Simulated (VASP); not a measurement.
# Nb (P6_3/mmc) in VASP: relaxation of shape and atoms at fixed volume with PBE

Aim: the relaxation of shape and atoms at fixed volume of Nb with PBE.

All numbers are computed with VASP 6.6.1; they aren't measurements. Logs are shortened: lines on timing, memory, paths and dates and some standing lists are left out, and cuts for length are marked.

## 1. The cell of the first run

It takes space group P6_3/mmc (No. 194, hexagonal). Conventional cell: a = 2.419 Å, b = 2.419 Å, c = 4.419 Å, α = 90.00°, β = 90.00°, γ = 120.00°. Within 3.2 Å of Nb (site symmetry -6m2) lie 12 Nb at 2.42 to 2.61 Å.

This isn't the form of Nb at room conditions, which is bcc.

## 2. Relaxation of shape and atoms at fixed volume, PBE

INCAR reads:

```
SYSTEM = Nb
PREC = Accurate ; ENCUT = 600
EDIFF = 1E-7 ; ISMEAR = -1
SIGMA = 0.05 ; LREAL = .FALSE.
LASPH = .TRUE. ; NELM = 100
ALGO = Normal ; ISIF = 4
LWAVE = .FALSE. ; LCHARG = .FALSE.
GGA = PE ; IBRION = 2
NSW = 50 ; EDIFFG = -0.005
```

KPOINTS reads:

```
Automatic mesh
0
G
  16 16 9
  0 0 0
```

POSCAR reads:

```
Nb
1.0
    2.4192848930      0.0000000000      0.0000000000
   -1.2096424465      2.0951621764      0.0000000000
    0.0000000000      0.0000000000      4.4191137269
Nb
2
Direct
    0.3333333333      0.6666666667      0.2500000000
    0.6666666667      0.3333333333      0.7500000000
```

Potentials or basis: VASP PAW PBE potentials, release 64 (Nb_sv).

Launch:

```
cat potpaw_PBE.64/Nb_sv/POTCAR > POTCAR
mpirun -np 1 vasp_std > vasp.out
```

OUTCAR:

```text
SYSTEM = Nb
   PREC = Accurate
   ENCUT = 600
   EDIFF = 1E-7
   ISMEAR = -1
   LREAL = .FALSE.
   LASPH = .TRUE.
   NELM = 100
   ISIF = 4
   GGA = PE
   IBRION = 2
   NSW = 50
   EDIFFG = -0.005

 ion  position               nearest neighbor table
   1  0.333  0.667  0.250-   2 2.61   2 2.61   2 2.61   2 2.61   2 2.61   2 2.61
   2  0.667  0.333  0.750-   1 2.61   1 2.61   1 2.61   1 2.61   1 2.61   1 2.61

  LATTYP: Found a hexagonal cell.
 ALAT       =     2.4192848930
 C/A-ratio  =     1.8266198163

  Lattice vectors:

 A1 = (   2.4192848930,   0.0000000000,   0.0000000000)
 A2 = (  -1.2096424465,   2.0951621764,   0.0000000000)
 A3 = (   0.0000000000,   0.0000000000,   4.4191137269)

Analysis of symmetry for initial positions (statically):
=====================================================================
 Subroutine PRICEL returns:
 Original cell was already a primitive cell.

 Routine SETGRP: Setting up the symmetry group for a
 hexagonal supercell.

 Subroutine GETGRP returns: Found 24 space group operations
 (whereof 12 operations were pure point group operations)
 out of a pool of 24 trial point group operations.

The static configuration has the point symmetry D_3d.
 The point group associated with its full space group is D_6h.

Analysis of symmetry for dynamics (positions and initial velocities):
=====================================================================
 Subroutine PRICEL returns:
 Original cell was already a primitive cell.

 Routine SETGRP: Setting up the symmetry group for a
 hexagonal supercell.

 Subroutine GETGRP returns: Found 24 space group operations
 (whereof 12 operations were pure point group operations)
 out of a pool of 24 trial point group operations.

The dynamic configuration has the point symmetry D_3d.
 The point group associated with its full space group is D_6h.

 Subroutine INISYM returns: Found 24 space group operations
 (whereof 12 operations are pure point group operations),
 and found     1 'primitive' translations

----------------------------------------------------------------------------------------

                                     Primitive cell

  volume of cell :      22.3996

  direct lattice vectors                    reciprocal lattice vectors
     2.419284893  0.000000000  0.000000000     0.413345284  0.238645011  0.000000000
    -1.209642446  2.095162176  0.000000000     0.000000000  0.477290021  0.000000000
     0.000000000  0.000000000  4.419113727     0.000000000  0.000000000  0.226289718

  length of vectors
     2.419284893  2.419284893  4.419113727     0.477290021  0.477290021  0.226289718

  position of ions in fractional coordinates (direct lattice)
     0.333333333  0.666666667  0.250000000
     0.666666667  0.333333333  0.750000000

  ion indices of the primitive-cell ions
   primitive index   ion index
                 1           1
                 2           2

----------------------------------------------------------------------------------------

 KPOINTS: Automatic mesh

Automatic generation of k-mesh.
 Grid dimensions read from file:
 generate k-points for:   16   16    9

 Generating k-lattice:

  Cartesian coordinates                     Fractional coordinates (reciprocal lattice)
     0.025834080  0.014915313  0.000000000     0.062500000  0.000000000  0.000000000
     0.000000000  0.029830626  0.000000000     0.000000000  0.062500000  0.000000000
     0.000000000  0.000000000  0.025143302     0.000000000  0.000000000  0.111111111

  Length of vectors
     0.029830626  0.029830626  0.025143302

  Shift w.r.t. Gamma in fractional coordinates (k-lattice)
     0.000000000  0.000000000  0.000000000

 Subroutine IBZKPT returns following result:
 ===========================================

 Found    150 irreducible k-points:

 Following reciprocal coordinates:
            Coordinates               Weight
  0.000000  0.000000  0.000000      1.000000
  0.062500 -0.000000  0.000000      6.000000
  0.125000 -0.000000  0.000000      6.000000
  0.187500 -0.000000  0.000000      6.000000
  0.250000 -0.000000  0.000000      6.000000
  0.312500 -0.000000  0.000000      6.000000
[... 16 lines left out ...]
  0.187500  0.187500  0.000000      6.000000
  0.250000  0.187500  0.000000     12.000000
 [... further k-points ...]
   k-points           NKPTS =    150   k-points in BZ     NKDIM =    150   number of bands    NBANDS=     17
   number of dos      NEDOS =    301   number of ions     NIONS =      2
   total plane-waves  NPLWV =  14400
   dimension x,y,z NGX =    20 NGY =   20 NGZ =   36
   dimension x,y,z NGXF=    40 NGYF=   40 NGZF=   72
   ions per type =               2
   NGX,Y,Z   is equivalent  to a cutoff of  13.74, 13.74, 13.54 a.u.
   NGXF,Y,Z  is equivalent  to a cutoff of  27.49, 27.49, 27.09 a.u.
 SYSTEM =  Nb
   PREC   = accura    normal or accurate (medium, high low for compatibility)
   ISTART =      0    job   : 0-new  1-cont  2-samecut
   ICHARG =      2    charge: 1-file 2-atom 10-const
   ISPIN  =      1    spin polarized calculation?
   LNONCOLLINEAR =      F non collinear calculations
   LSORBIT =      F    spin-orbit coupling
   LASPH  =      T    aspherical Exc in radial PAW
   ENCUT  =  600.0 eV  44.10 Ry    6.64 a.u.   4.83  4.83  8.83*2*pi/ulx,y,z
   NELM   =    100;   NELMIN=  2; NELMDL= -5     # of ELM steps
   EDIFF  = 0.1E-06   stopping-criterion for ELM
   LREAL  =      F    real-space projection
   EDIFFG = -.5E-02   stopping-criterion for IOM
   NSW    =     50    number of steps for IOM
   IBRION =      2    ionic relax: 0-MD 1-quasi-New 2-CG
   NFREE  =      1    steps in history (QN), initial steepest desc. (CG)
   ISIF   =      4    stress and relaxation
   ISYM   =      2    0-nonsym 1-usesym 2-fastsym
   POTIM  = 0.5000    time-step for ionic-motion
   TEBEG  =    0.0;   TEEND  =   0.0 temperature during run
   PSTRESS=    0.0 pullay stress
   NELECT =      26.0000    total number of electrons
   NUPDOWN=      -1.0000    fix difference up-down
   EMIN   =  10.00;   EMAX   =-10.00  energy-range for DOS
   EFERMI =   0.00;   METHOD = LEGACY
   ISMEAR =    -1;   SIGMA  =   0.05  broadening in eV -4-tet -1-fermi 0-gaus
   EFERMI_NEDOS =   21; number of points for ismear=-14 and -15
   IALGO  =     38    algorithm
   IMIX   =      4    mixing-type and parameters
     AMIX     =   0.40;   BMIX     =  1.00
     AMIX_MAG =   1.60;   BMIX_MAG =  1.00
  volume/ion in A,a.u.               =      11.20        75.58
  Fermi-wavevector in a.u.,A,eV,Ry     =   1.720492  3.251259 40.274508  2.960093
  Thomas-Fermi vector in A             =   2.796921
   LORBIT       =      0    0 simple, 1 ext, 2 COOP (PROOUT), +10 PAW based schemes
   GGA     = PE    functional components
   LHFCALC =     F    Hartree Fock is set to
   AEXX    =    0.0000 exact exchange contribution
   IVDW    =     0    specifies the selected vdW correction
   LEPSILON=     F    determine dielectric tensor
   LRPA    =     F    only Hartree local field effects (RPA)
 conjugate gradient relaxation of ions
 non-spin polarized calculation
  energy-cutoff  :      600.00
  volume of cell :       22.40
 maximum number of plane-waves:       762
 NGX is ok and might be reduce to    20
   NGX =  9   NGY =  9   NGZ = 17

--------------------------------------- Ionic step        1  -------------------------------------------

 number of electron      26.0000000 magnetization

 Free energy of the ion-electron system (eV)
  ---------------------------------------------------
  ext. energy  EPLUGINS =         0.00000000
  ---------------------------------------------------
  free energy    TOTEN  =       -13.36401820 eV

  energy without entropy =      -13.35205225  energy(sigma->0) =      -13.35803522

------------------------ aborting loop because EDIFF is reached ----------------------------------------

  FORCE on cell =-STRESS in cart. coord.  units (eV):
  Direction    XX          YY          ZZ          XY          YZ          ZX
  --------------------------------------------------------------------------------------
  -------------------------------------------------------------------------------------
  Total       30.1208586     30.1208586     27.0186030      0.0000000      0.0000000      0.0000000
  in kB     2154.4582973   2154.4582975   1932.5628891      0.0000000      0.0000000      0.0000000
  external PRESSURE =    2080.4931613 kB  Pullay stress =       0.0000000 kB
[... 89 lines left out ...]
  FREE ENERGIE OF THE ION-ELECTRON SYSTEM (eV)
  ---------------------------------------------------
  free  energy   TOTEN  =       -13.4079958364 eV

  energy  without entropy=      -13.3973169155  energy(sigma->0) =      -13.40265638

[... ionic steps 4 to 13 ...]

--------------------------------------- Ionic step       14  -------------------------------------------

 number of electron      25.9999999 magnetization

------------------------ aborting loop because EDIFF is reached ----------------------------------------

  FORCE on cell =-STRESS in cart. coord.  units (eV):
  Direction    XX          YY          ZZ          XY          YZ          ZX
  --------------------------------------------------------------------------------------
  -------------------------------------------------------------------------------------
  Total       28.7629177     28.7629177     28.7318709      0.0000000      0.0000000      0.0000000
  in kB     2057.3286953   2057.3286970   2055.1080069      0.0000000      0.0000000      0.0000000
  external PRESSURE =    2056.5884664 kB  Pullay stress =       0.0000000 kB
[... 57 lines left out ...]
  energy  without entropy=      -13.3973568437  energy(sigma->0) =      -13.40267630

--------------------------------------- Ionic step       16  -------------------------------------------

 number of electron      25.9999999 magnetization

 Free energy of the ion-electron system (eV)
  ---------------------------------------------------
  ext. energy  EPLUGINS =         0.00000000
  ---------------------------------------------------
  free energy    TOTEN  =       -13.40799781 eV

  energy without entropy =      -13.39734450  energy(sigma->0) =      -13.40267115

 E-fermi :  19.9506     XC(G=0): -15.1657

 val. band max:       19.9473898692   @ k =   0.1250  -0.0000   0.0000
 cond. band min:      19.9539784476   @ k =   0.0625   0.0625   0.2222
 fundamental gap:      0.0065885784
 Fermi energy:        19.9505865143

 k-point     1 :       0.0000    0.0000    0.0000
  band No.  band energies     occupation
      1     -35.6186      2.00000
      2     -34.5786      2.00000
      3     -13.5529      2.00000
      4      -8.9699      2.00000
      5      -8.8180      2.00000
      6      -8.8180      2.00000
[... 9 lines left out ...]
     16      23.0428      0.00000
     17      23.0428      0.00000
[... 443 lines left out ...]
      1     -34.4060      2.00000
      2     -33.8862      2.00000
      3     -12.4472      2.00000
      4     -12.1721      2.00000
      5     -11.7372      2.00000
      6     -10.4773      2.00000
[... 9 lines left out ...]
     16      22.7161      0.00000
     17      26.5266      0.00000

 [... further k-points ...]
[... 5 lines left out ...]
  --------------------------------------------------------------------------------------
  -------------------------------------------------------------------------------------
  Total       28.7527807     28.7527807     28.7464573      0.0000000      0.0000000      0.0000000
  in kB     2056.6036250   2056.6036274   2056.1513296      0.0000000      0.0000000      0.0000000
  external PRESSURE =    2056.4528607 kB  Pullay stress =       0.0000000 kB
[... 17 lines left out ...]
  FREE ENERGIE OF THE ION-ELECTRON SYSTEM (eV)
  ---------------------------------------------------
  free  energy   TOTEN  =       -13.4079978097 eV

  energy  without entropy=      -13.3973444965  energy(sigma->0) =      -13.40267115

 reached required accuracy - stopping structural energy minimisation
```

Run time: 2.5 min. Hardware: 1 thread of Intel Xeon 6975P-C (Granite Rapids), shared host; peak memory 0.18 GiB.

What came out:

| Quantity | Value |
| --- | --- |
| Free energy | -13.4080 eV |
| Energy gained by relaxing | 22.0 meV/atom |
| Ionic steps | 16 |
| Pressure after relaxing | 205.6 GPa |
| Band gap on the k mesh | zero (bands 13 and 14 overlap by 3.28 eV) |

The path:
| step | energy change (eV) | largest force (eV/Å) | pressure (GPa) | volume (Å³) |
| --- | --- | --- | --- | --- |
| 1 | 0.0000 | 0.0000 | 208.05 | 22.40 |
| 2 | -0.0210 | 0.0000 | 204.18 | 22.40 |
| 3 | -0.0440 | 0.0000 | 205.63 | 22.40 |
| 4 | -0.0440 | 0.0000 | 205.67 | 22.40 |
| 5 | -0.0440 | 0.0000 | 205.67 | 22.40 |
| 6 | -0.0440 | 0.0000 | 205.67 | 22.40 |
| 7 | -0.0440 | 0.0000 | 205.66 | 22.40 |
| 8 | -0.0440 | 0.0000 | 205.66 | 22.40 |
| 9 | -0.0440 | 0.0000 | 205.66 | 22.40 |
| 10 | -0.0440 | 0.0000 | 205.66 | 22.40 |
| 11 | -0.0440 | 0.0000 | 205.66 | 22.40 |
| 12 | -0.0440 | 0.0000 | 205.66 | 22.40 |
| 13 | -0.0440 | 0.0000 | 205.66 | 22.40 |
| 14 | -0.0440 | 0.0000 | 205.66 | 22.40 |
| 15 | -0.0440 | 0.0000 | 205.65 | 22.40 |
| 16 | -0.0440 | 0.0000 | 205.65 | 22.40 |

Final structure:
```
Nb
1.0
     2.45319    0.00000    0.00000
    -1.22659    2.12452    0.00000
     0.00000    0.00000    4.29782
Nb
2
Cartesian
  0.0000 1.4163 1.0745
  1.2266 0.7082 3.2234
```

Levels at points of the mesh, in eV from the Fermi level:
```
           k point  band 10  band 11  band 12  band 13  band 14  band 15  band 16  band 17
(0.00, 0.00, 0.00)    -5.80    -2.09    -0.60    -0.60     0.48     0.48     3.09     3.09
(0.50, 0.00, 0.00)    -6.46    -5.17    -0.69    -0.47     0.89     1.97     8.07     9.18
```
